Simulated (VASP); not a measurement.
Input of a VASP 6.6.1 run:

Contents of INCAR:

```
SYSTEM = Be2C
  PREC = Accurate
  ENCUT = 600
  EDIFF = 1E-6
  ISMEAR = 0
  SIGMA = 0.01
  LREAL = .FALSE.
  LASPH = .TRUE.
  NELM = 120
  ALGO = Normal
  ISIF = 2
  LWAVE = .FALSE.
  LCHARG = .TRUE.
  GGA = PE
  LELF = .TRUE.
  LVHAR = .TRUE.
  NBANDS = 11
  GGA_COMPAT = .FALSE.
```

File KPOINTS:

```
Automatic mesh
0
G
  10 10 10
  0 0 0
```

POSCAR

```
Be2C
1.0
    0.0000000000      2.1604856406      2.1604856406
    2.1604856406      0.0000000000      2.1604856406
    2.1604856406      2.1604856406      0.0000000000
C Be
1 2
Direct
    0.0000000000      0.0000000000      0.0000000000
    0.2500000000      0.2500000000      0.2500000000
    0.7500000000      0.7500000000      0.7500000000
```

Potentials or basis: VASP PAW PBE potentials, release 64 (C, Be).

Command:

```bash
$ cat potpaw_PBE.64/C/POTCAR potpaw_PBE.64/Be/POTCAR > POTCAR
$ mpirun -np 1 vasp_std > vasp.out
```

Predict the band gap on the k mesh.

1.16 eV (least direct gap 4.14 eV).

Estimate the pressure.

1.3 GPa.

A k mesh can miss the band edges.
